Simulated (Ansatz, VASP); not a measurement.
**Si7Ge: VASP beside Ansatz**

```
Si Ge
1.0
     4.94773    0.00000    0.00000
     0.00000    4.94773    0.00000
     0.00000    0.00000    5.58203
Si Ge
7 1
Direct
  0.25260 0.25260 0.25260
  0.00000 0.50000 0.50000
  0.50000 0.50000 0.00000
  0.50000 0.00000 0.50000
  0.74740 0.25260 0.74740
  0.74740 0.74740 0.25260
  0.25260 0.74740 0.74740
  0.00000 0.00000 0.00000
```

Alike in both runs: task single point; functional PBEsol; k mesh 8 × 8 × 8; occupations gaussian, width 0.03 eV; no spin polarisation.

```csv
,VASP,Ansatz
version,VASP 6.6.1,Ansatz 0.2.0
potentials or method,"VASP PAW PBE potentials, release 64 (Si, Ge_d), cutoff 520 eV","scalar-relativistic, plane waves, PAW"
valence electrons in the cell,42,42
```

Ansatz gave:

* gap on the k mesh at the Fermi level (eV): none
* pressure (GPa): 21.7
* traceless stress, the component that is largest in VASP (GPa): -8.08
* rms of the force components (eV/Å): 0.032

Task: Estimate VASP's values.

Result: gap on the k mesh at the Fermi level (eV): none; pressure (GPa): 21.8; traceless stress, the component that is largest in VASP (GPa): -8.05; rms of the force components (eV/Å): 0.029.

VASP's potentials were made for PBE, not for PBEsol, and Ansatz warns of the same on its side. Atom by atom the forces differ by 0.005 eV/Å (rms over components). A gap of «none» marks a metal or a gap that the smearing closes. With one functional, cell and mesh, what is left measures potentials, basis and numerics.
